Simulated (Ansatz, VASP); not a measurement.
## One calculation of Pt, two programs

The input INCAR:

```
PREC = Accurate
ENCUT = 520
EDIFF = 1E-6
ISMEAR = 0
SIGMA = 0.15
LREAL = False
LASPH = True
NELM = 100
ALGO = Fast
ISIF = 2
LWAVE = False
LCHARG = False
GGA = PS
NBANDS = 11
```

Contents of KPOINTS:

```
regular mesh
0
Gamma
  20 20 20
```

File POSCAR:

```
Pt
1.0
    0.0000000000      1.9579000000      1.9089525000
    1.9579000000      0.0000000000      1.9089525000
    1.9579000000      1.9579000000      0.0000000000
Pt
1
Direct
    0.0000000000      0.0000000000      0.0000000000
```

Input for Ansatz:

```yaml
crystal:
  lattice:
    - [0.0, 1.9579, 1.9089525]
    - [1.9579, 0.0, 1.9089525]
    - [1.9579, 1.9579, 0.0]
  atoms:
    - { symbol: Pt, position: [0.0, 0.0, 0.0] }
basis:
  ecutwfc: 420
kpoints:
  mp_grid: { grid: [20, 20, 20] }
hamiltonian:
  xc: pbesol
scf:
  occupations: { method: gaussian, width: 0.15 }
output:
  forces: true
  stress: true
  eigenvalues: true
```

Change from the starting cell: strain +0.000 along x and y, -0.025 along z, atoms carried along.

Alike in both runs: task single point; functional PBEsol; k mesh 20 × 20 × 20; occupations gaussian, width 0.15 eV; no spin polarisation.

|  | VASP | Ansatz |
| --- | --- | --- |
| version | VASP 6.6.1 | Ansatz 0.2.0 |
| potentials or method | VASP PAW PBE potentials, release 64 (Pt), cutoff 520 eV | scalar-relativistic, plane waves, PAW |
| valence electrons in the cell | 10 | 18 |

|  | VASP | Ansatz | Ansatz less VASP |
| --- | --- | --- | --- |
| gap on the k mesh at the Fermi level (eV) | none | none | - |
| pressure (GPa) | 8.1 | 8.5 | +0.39 |
| traceless stress, the component that is largest in VASP (GPa) | 1.74 | 1.75 | +0.004 |

VASP's potentials were made for PBE, not for PBEsol. A gap of «none» marks a metal or a gap that the smearing closes. VASP's potentials hold 10 valence electrons a cell and Ansatz's 18, so a difference there can come from the potentials and not from the codes.

Spin-orbit coupling is off throughout.
